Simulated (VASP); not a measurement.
# HfN (Pm-3m) in VASP: further runs, part 2 of 2

VASP 6.6.1. The steps go on from the part before.

## Step 3: Single point, LDA+U

This run uses another cell than the first one, of 11.27 Å³/atom.

INCAR reads:

```
PREC = Accurate ; ENCUT = 520
EDIFF = 1E-7 ; ISMEAR = -1
SIGMA = 0.05 ; LREAL = F
LASPH = T ; NELM = 150
ALGO = Normal ; ISIF = 2
LWAVE = F ; LCHARG = T
LMAXMIX = 4 ; LDAU = T
LDAUTYPE = 2 ; LDAUL = 2 -1
LDAUU = 4 0 ; LDAUJ = 0 0
LDAUPRINT = 1 ; GGA = CA
LELF = T ; LVHAR = T
NBANDS = 14
```

KPOINTS reads:

```
Automatic mesh
0
Gamma
  9 9 9
```

POSCAR reads:

```
HfN
1.0
    2.8250300000      0.0000000000      0.0000000000
    0.0000000000      2.8250300000      0.0000000000
    0.0000000000      0.0000000000      2.8250300000
Hf N
1 1
Direct
    0.5000000000      0.5000000000      0.5000000000
    0.0000000000      0.0000000000      0.0000000000
```

Potentials or basis: VASP PAW LDA potentials, release 64 (Hf_pv, N).

On the command line:

```console
cat potpaw_LDA.64/Hf_pv/POTCAR potpaw_LDA.64/N/POTCAR > POTCAR
mpirun -np 1 vasp_std > vasp.out
```

OUTCAR:

```text
PREC = Accurate
   ENCUT = 520
   EDIFF = 1E-7
   ISMEAR = -1
   LREAL = F
   LASPH = T
   NELM = 150
   ISIF = 2
   GGA = CA

 ion  position               nearest neighbor table
   1  0.500  0.500  0.500-   2 2.45   2 2.45   2 2.45   2 2.45   2 2.45   2 2.45   2 2.45   2 2.45

   2  0.000  0.000  0.000-   1 2.45   1 2.45   1 2.45   1 2.45   1 2.45   1 2.45   1 2.45   1 2.45

  LATTYP: Found a simple cubic cell.
 ALAT       =     2.8250300000

  Lattice vectors:

 A1 = (   2.8250300000,   0.0000000000,   0.0000000000)
 A2 = (   0.0000000000,   2.8250300000,   0.0000000000)
 A3 = (   0.0000000000,   0.0000000000,   2.8250300000)

Analysis of symmetry for initial positions (statically):
=====================================================================
 Subroutine PRICEL returns:
 Original cell was already a primitive cell.

 Routine SETGRP: Setting up the symmetry group for a
 simple cubic supercell.

 Subroutine GETGRP returns: Found 48 space group operations
 (whereof 48 operations were pure point group operations)
 out of a pool of 48 trial point group operations.

The static configuration has the point symmetry O_h .

[... 210 lines left out ...]
      5       5.5242      2.00000
      6       5.5242      2.00000
      7       6.5658      2.00000
      8       6.5658      2.00000
      9       6.5658      2.00000
     10      10.8027      0.00000
     11      14.6859      0.00000
     12      14.6859      0.00000
     13      14.6859      0.00000
     14      18.9417      0.00000
[... 377 lines left out ...]
      1     -24.1415      2.00000
      2     -23.8372      2.00000
      3     -22.9867      2.00000
      4      -6.0382      2.00000
      5       2.2955      2.00000
      6       3.4530      2.00000
      7       5.9272      2.00000
      8       7.8699      0.86667
      9      11.4088      0.00000
     10      11.8312      0.00000
     11      13.4833      0.00000
     12      14.7445      0.00000
     13      18.1657      0.00000
     14      18.9618      0.00000

 [... further k-points ...]

------------------------ aborting loop because EDIFF is reached ----------------------------------------

  FORCE on cell =-STRESS in cart. coord.  units (eV):
  Direction    XX          YY          ZZ          XY          YZ          ZX
  --------------------------------------------------------------------------------------
  -------------------------------------------------------------------------------------
  Total       -0.1585386     -0.1585386     -0.1585386     -0.0000000     -0.0000000     -0.0000000
  in kB      -11.2661743    -11.2661743    -11.2661743     -0.0000000     -0.0000000     -0.0000000
  external PRESSURE =     -11.2661743 kB  Pullay stress =       0.0000000 kB

 VOLUME and BASIS-vectors are now :
 -----------------------------------------------------------------------------
  energy-cutoff  :      520.00
  volume of cell :       22.55
      direct lattice vectors                 reciprocal lattice vectors
     2.825030000  0.000000000  0.000000000     0.353978542  0.000000000  0.000000000
     0.000000000  2.825030000  0.000000000     0.000000000  0.353978542  0.000000000
     0.000000000  0.000000000  2.825030000     0.000000000  0.000000000  0.353978542

 POSITION                                       TOTAL-FORCE (eV/Angst)
 -----------------------------------------------------------------------------------
      1.41251      1.41251      1.41251         0.000000      0.000000      0.000000
      0.00000      0.00000      0.00000         0.000000      0.000000      0.000000
 -----------------------------------------------------------------------------------
    total drift:                                0.000000     -0.000000     -0.000000

  FREE ENERGIE OF THE ION-ELECTRON SYSTEM (eV)
  ---------------------------------------------------
  free  energy   TOTEN  =       -18.9295101565 eV

  energy  without entropy=      -18.9206266718  energy(sigma->0) =      -18.92506841
```

stdout:

```text
POSCAR found type information on POSCAR HfN
 POSCAR found :  2 types and       2 ions
 scaLAPACK will be used
 LDA part: xc-table for (Slater(with rela. corr.)+CA(PZ))
 , standard interpolation
 POSCAR, INCAR and KPOINTS ok, starting setup
 FFT: planning ... GRIDC
 FFT: planning ... GRID_SOFT
 FFT: planning ... GRID
 WAVECAR not read
 entering main loop
```

Wall time 4 s (1 thread of Intel Xeon 6975P-C (Granite Rapids), shared host); peak memory 0.13 GiB.

What came out:

```
Free energy            : -18.9295 eV
Pressure               : -1.1 GPa
Band gap on the k mesh : zero (an odd number of electrons rules out a gap without spin polarisation)
```

Levels at points of the mesh, in eV from the Fermi level:
```
           k point  band 6  band 7  band 8  band 9  band 10  band 11
(0.00, 0.00, 0.00)   -2.33   -1.29   -1.29   -1.29     2.95     6.83
```

Eigenvalues of the final occupation matrices:
| site | spin | trace | eigenvalues |
| --- | --- | --- | --- |
| site 1 d | 1 | 0.87 | 0.13 0.13 0.13 0.23 0.23 |
| site 1 d | 2 | 0.87 | 0.13 0.13 0.13 0.23 0.23 |

Caveat: spin-orbit coupling is left out, which moves the levels of the heavy elements; U without spin polarisation on a metal has little footing.

## Step 4: Single point, r2SCAN+U

This run uses another cell than the first one, of 11.27 Å³/atom.

POSCAR is that of step 3.

INCAR.step1 reads:

```
SYSTEM = HfN
PREC = Accurate
ENCUT = 520
ISMEAR = -1
SIGMA = 0.05
LREAL = .FALSE.
LASPH = .TRUE.
NELM = 150
LMAXMIX = 4
LDAU = .TRUE.
LDAUTYPE = 2
LDAUL = 2 -1
LDAUU = 4 0
LDAUJ = 0 0
NBANDS = 14
GGA = PE
ALGO = Normal
EDIFF = 1E-4
LWAVE = .TRUE.
LCHARG = .FALSE.
```

INCAR.step2 reads:

```
SYSTEM = HfN
PREC = Accurate
ENCUT = 520
EDIFF = 1E-6
ISMEAR = -1
SIGMA = 0.05
LREAL = .FALSE.
LASPH = .TRUE.
NELM = 150
ALGO = Normal
ISIF = 2
LWAVE = .FALSE.
LCHARG = .FALSE.
LMAXMIX = 4
LDAU = .TRUE.
LDAUTYPE = 2
LDAUL = 2 -1
LDAUU = 4 0
LDAUJ = 0 0
LDAUPRINT = 1
METAGGA = R2SCAN
LMIXTAU = .TRUE.
NBANDS = 14
ISTART = 1
```

KPOINTS reads:

```
regular mesh
0
G
  9 9 9
  0 0 0
```

Potentials or basis: VASP PAW PBE potentials, release 64 (Hf_pv, N).

On the command line:

```console
cat potpaw_PBE.64/Hf_pv/POTCAR potpaw_PBE.64/N/POTCAR > POTCAR
cp INCAR.step1 INCAR
mpirun -np 1 vasp_std > vasp.out
cp INCAR.step2 INCAR
mpirun -np 1 vasp_std > vasp.out
```

OUTCAR:

```text
SYSTEM = HfN
   PREC = Accurate
   ENCUT = 520
   EDIFF = 1E-6
   ISMEAR = -1
   LREAL = .FALSE.
   LASPH = .TRUE.
   NELM = 150
   ISIF = 2
   METAGGA = R2SCAN
   ISTART = 1

 ion  position               nearest neighbor table
   1  0.500  0.500  0.500-   2 2.45   2 2.45   2 2.45   2 2.45   2 2.45   2 2.45   2 2.45   2 2.45

   2  0.000  0.000  0.000-   1 2.45   1 2.45   1 2.45   1 2.45   1 2.45   1 2.45   1 2.45   1 2.45

  LATTYP: Found a simple cubic cell.
 ALAT       =     2.8250300000

  Lattice vectors:

 A1 = (   2.8250300000,   0.0000000000,   0.0000000000)
 A2 = (   0.0000000000,   2.8250300000,   0.0000000000)
 A3 = (   0.0000000000,   0.0000000000,   2.8250300000)

Analysis of symmetry for initial positions (statically):
=====================================================================
 Subroutine PRICEL returns:
 Original cell was already a primitive cell.

 Routine SETGRP: Setting up the symmetry group for a
 simple cubic supercell.

 Subroutine GETGRP returns: Found 48 space group operations
 (whereof 48 operations were pure point group operations)
 out of a pool of 48 trial point group operations.

The static configuration has the point symmetry O_h .

Analysis of symmetry for dynamics (positions and initial velocities):
=====================================================================
 Subroutine PRICEL returns:
 Original cell was already a primitive cell.

 Routine SETGRP: Setting up the symmetry group for a
 simple cubic supercell.

 Subroutine GETGRP returns: Found 48 space group operations
 (whereof 48 operations were pure point group operations)
 out of a pool of 48 trial point group operations.

The dynamic configuration has the point symmetry O_h .

[... 169 lines left out ...]
  o =  0.2337  v =  0.0000  0.0000  0.0000  0.0000  0.0000  0.0000 -0.0000  0.1625 -0.0000 -0.9867      0.0000  0.0000  0.0000  0.0000  0.0000  0.0000  0.0000  0.0000  0.0000  0.0000
  o =  0.2337  v =  0.0000  0.0000  0.0000  0.0000  0.0000  0.0000  0.0000 -0.9867  0.0000 -0.1625      0.0000  0.0000  0.0000  0.0000  0.0000  0.0000  0.0000  0.0000  0.0000  0.0000
  o =  0.2337  v =  0.0000  0.0000 -0.9867  0.0000 -0.1625  0.0000  0.0000  0.0000  0.0000  0.0000      0.0000  0.0000  0.0000  0.0000  0.0000  0.0000  0.0000  0.0000  0.0000  0.0000

 number of electron      15.0000000 magnetization

 Free energy of the ion-electron system (eV)
  ---------------------------------------------------
  ext. energy  EPLUGINS =         0.00000000
  ---------------------------------------------------
  free energy    TOTEN  =       -53.30638212 eV

  energy without entropy =      -53.29846154  energy(sigma->0) =      -53.30242183

 E-fermi :   8.0356     XC(G=0): -13.7745

 val. band max:        7.9282466918   @ k =   0.3333   0.3333   0.0000
 cond. band min:       8.0714428721   @ k =   0.4444   0.3333   0.1111
 fundamental gap:      0.1431961803
 Fermi energy:         8.0355745918

 k-point     1 :       0.0000    0.0000    0.0000
  band No.  band energies     occupation
      1     -24.3761      2.00000
      2     -24.3761      2.00000
      3     -24.3761      2.00000
      4      -9.4457      2.00000
      5       5.6712      2.00000
      6       5.6712      2.00000
      7       6.4713      2.00000
      8       6.4713      2.00000
      9       6.4713      2.00000
     10      11.2808      0.00000
     11      15.1606      0.00000
     12      15.1606      0.00000
     13      15.1606      0.00000
     14      18.8139      0.00000
[... 377 lines left out ...]
      1     -25.4436      2.00000
      2     -25.1442      2.00000
      3     -24.3141      2.00000
      4      -7.1954      2.00000
      5       2.1210      2.00000
      6       3.2852      2.00000
      7       5.8456      2.00000
      8       8.0714      0.65595
      9      11.8480      0.00000
     10      12.2765      0.00000
     11      13.9812      0.00000
     12      15.1149      0.00000
     13      18.8062      0.00000
     14      18.9513      0.00000

 [... further k-points ...]

------------------------ aborting loop because EDIFF is reached ----------------------------------------

  FORCE on cell =-STRESS in cart. coord.  units (eV):
  Direction    XX          YY          ZZ          XY          YZ          ZX
  --------------------------------------------------------------------------------------
  -------------------------------------------------------------------------------------
  Total        1.0719924      1.0719924      1.0719924      0.0000000      0.0000000     -0.0000000
  in kB       76.1786160     76.1786160     76.1786160      0.0000000      0.0000000     -0.0000000
  external PRESSURE =      76.1786160 kB  Pullay stress =       0.0000000 kB

 VOLUME and BASIS-vectors are now :
 -----------------------------------------------------------------------------
  energy-cutoff  :      520.00
  volume of cell :       22.55
      direct lattice vectors                 reciprocal lattice vectors
     2.825030000  0.000000000  0.000000000     0.353978542  0.000000000  0.000000000
     0.000000000  2.825030000  0.000000000     0.000000000  0.353978542  0.000000000
     0.000000000  0.000000000  2.825030000     0.000000000  0.000000000  0.353978542

 POSITION                                       TOTAL-FORCE (eV/Angst)
 -----------------------------------------------------------------------------------
      1.41251      1.41251      1.41251         0.000000      0.000000      0.000000
      0.00000      0.00000      0.00000         0.000000      0.000000      0.000000
 -----------------------------------------------------------------------------------
    total drift:                                0.000000     -0.000000     -0.000000

  FREE ENERGIE OF THE ION-ELECTRON SYSTEM (eV)
  ---------------------------------------------------
  free  energy   TOTEN  =       -53.3063821168 eV

  energy  without entropy=      -53.2984615447  energy(sigma->0) =      -53.30242183
```

Run time: 15 s. Hardware: 1 thread of Intel Xeon 6975P-C (Granite Rapids), shared host; peak memory 0.15 GiB.

Results:

| Quantity | Value |
| --- | --- |
| Free energy | -53.3064 eV |
| Pressure | 7.6 GPa |
| Band gap on the k mesh | zero (an odd number of electrons rules out a gap without spin polarisation) |

Levels at points of the mesh, in eV from the Fermi level:
| k point | band 5 | band 6 | band 7 | band 8 | band 9 | band 10 | band 11 | band 12 |
| --- | --- | --- | --- | --- | --- | --- | --- | --- |
| (0.00, 0.00, 0.00) | -2.36 | -2.36 | -1.56 | -1.56 | -1.56 | 3.25 | 7.13 | 7.13 |

Eigenvalues of the final occupation matrices:
| site | spin | trace | eigenvalues |
| --- | --- | --- | --- |
| site 1 d | 1 | 0.85 | 0.13 0.13 0.13 0.23 0.23 |
| site 1 d | 2 | 0.85 | 0.13 0.13 0.13 0.23 0.23 |

Caveat: the cell stands under pressure; the PAW data sets were made with another functional, which shifts forces and pressure a little; spin-orbit coupling is left out, which moves the levels of the heavy elements; U without spin polarisation on a metal has little footing.

## Step 5: Overview

| level | potentials or basis | U | cell | gap on the mesh (eV) | pressure (GPa) |
| --- | --- | --- | --- | --- | --- |
| r2SCAN+rVV10 | VASP PAW PBE potentials, release 64 (Hf_pv, N) | - | a = 2.797 Å, 2 atoms | none | -2.1 |
| LDA+U | VASP PAW LDA potentials, release 64 (Hf_pv, N) | Hf d U = 4.0 eV | a = 2.825 Å, 2 atoms | none | -1.1 |
| r2SCAN+U | VASP PAW PBE potentials, release 64 (Hf_pv, N) | Hf d U = 4.0 eV | a = 2.825 Å, 2 atoms | none | 7.6 |

Alike in all rows: task single point; no spin polarisation; k mesh 9 × 9 × 9; cutoff (eV) 520; smearing fermi-dirac 0.05 eV.

Caveats: spin-orbit coupling is left out, which moves the levels of the heavy elements; the PAW data sets were made with another functional, which shifts forces and pressure a little (at least some runs); U without spin polarisation on a metal has little footing (at least some runs); the cell stands under pressure (at least some runs).

Absolute energies hang on the potentials; compare differences alone.
